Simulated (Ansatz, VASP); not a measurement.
Two plane-wave programs on Al2Cu

```
Al Cu
1.0
     4.08910    0.00000    0.00000
     0.00000    4.08910    0.00000
     0.00000    0.00000    2.85183
Al Cu
2 1
Direct
  0.50000 0.00000 0.50000
  0.00000 0.50000 0.50000
  0.00000 0.00000 0.00000
```

Alike in both runs: functional r2SCAN; k mesh 10 × 10 × 14; occupations gaussian, width 0.1 eV; no spin polarisation.

Ansatz relaxed the structure, and its values are those at the end. VASP's run is a single point on that final structure, the one shown.

```csv
,VASP,Ansatz
version,VASP 6.6.1,Ansatz 0.2.0
potentials or method,"VASP PAW PBE potentials, release 64 (Al, Cu), cutoff 520 eV","scalar-relativistic, plane waves, PAW"
valence electrons in the cell,17,25
```

VASP gave:

| Quantity | Value |
| --- | --- |
| gap on the k mesh at the Fermi level (eV) | none |
| pressure (GPa) | -0.3 |

**Question.** Estimate Ansatz's values.

**Answer.** gap on the k mesh at the Fermi level (eV): none; pressure (GPa): 0.0.

VASP's potentials were made for PBE, not for r2SCAN. A gap of «none» marks a metal or a gap that the smearing closes. VASP's potentials hold 17 valence electrons a cell and Ansatz's 25, so a difference there can come from the potentials and not from the codes.
